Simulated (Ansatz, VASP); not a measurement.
# Al in VASP and in Ansatz

```xyz
4
Lattice="2.8144 0.0000 0.0000 -1.4072 2.4374 0.0000 0.0000 0.0000 9.2410" Properties=species:S:1:pos:R:3 pbc="T T T"
Al    0.0000    0.0000    0.0000
Al    0.0000    1.0649    1.7503
Al    0.0000    0.0000    4.6205
Al    1.4072    0.8125    6.9308
```

Alike in both runs: task single point; functional PBE; dispersion D3(BJ); k mesh 18 × 18 × 4; occupations gaussian, width 0.15 eV; no spin polarisation.

|  | VASP | Ansatz |
| --- | --- | --- |
| version | VASP 6.6.1 | Ansatz 0.2.0 |
| potentials or method | VASP PAW PBE potentials, release 64 (Al), cutoff 520 eV | scalar-relativistic, plane waves, PAW |
| valence electrons in the cell | 12 | 12 |

|  | VASP | Ansatz | Ansatz less VASP |
| --- | --- | --- | --- |
| gap on the k mesh at the Fermi level (eV) | none | none | - |
| pressure (GPa) | 11.5 | 11.4 | -0.02 |
| traceless stress, the component that is largest in VASP (GPa) | 13.48 | 13.46 | -0.017 |
| rms of the force components (eV/Å) | 2.979 | 2.976 | -0.0028 |

Atom by atom the forces differ by 0.003 eV/Å (rms over components). A gap of «none» marks a metal or a gap that the smearing closes.
